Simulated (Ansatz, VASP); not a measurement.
## Cd: VASP beside Ansatz

```xyz
2
Lattice="3.2089 0.0000 0.0000 -1.6044 2.7790 0.0000 0.0000 0.0000 6.0514" Properties=species:S:1:pos:R:3 pbc="T T T"
Cd    1.6044    0.9263    4.5386
Cd    0.0000    1.8527    1.5129
```

Change from the starting cell: volume scaled by 1.25.

Alike in both runs: functional PBE; k mesh 10 × 10 × 5; occupations fermi-dirac, width 0.05 eV; no spin polarisation.

|  | VASP | Ansatz |
| --- | --- | --- |
| version | VASP 6.6.1 | Ansatz 0.2.0 |
| potentials or method | VASP PAW PBE potentials, release 64 (Cd) | PseudoDojo standard (PBE files) |
| plane-wave cutoff (eV) | 500 | 1388 |
| valence electrons in the cell | 24 | 40 |
| task | single point | atomic charges |

|  | VASP | Ansatz | Ansatz less VASP |
| --- | --- | --- | --- |
| gap on the k mesh at the Fermi level (eV) | none | none | - |
| pressure (GPa) | -4.3 | -4.4 | -0.03 |
| traceless stress, the component that is largest in VASP (GPa) | 0.27 | 0.31 | +0.042 |

A gap of «none» marks a metal or a gap that the smearing closes. VASP's potentials hold 24 valence electrons a cell and Ansatz's 40, so a difference there can come from the potentials and not from the codes.
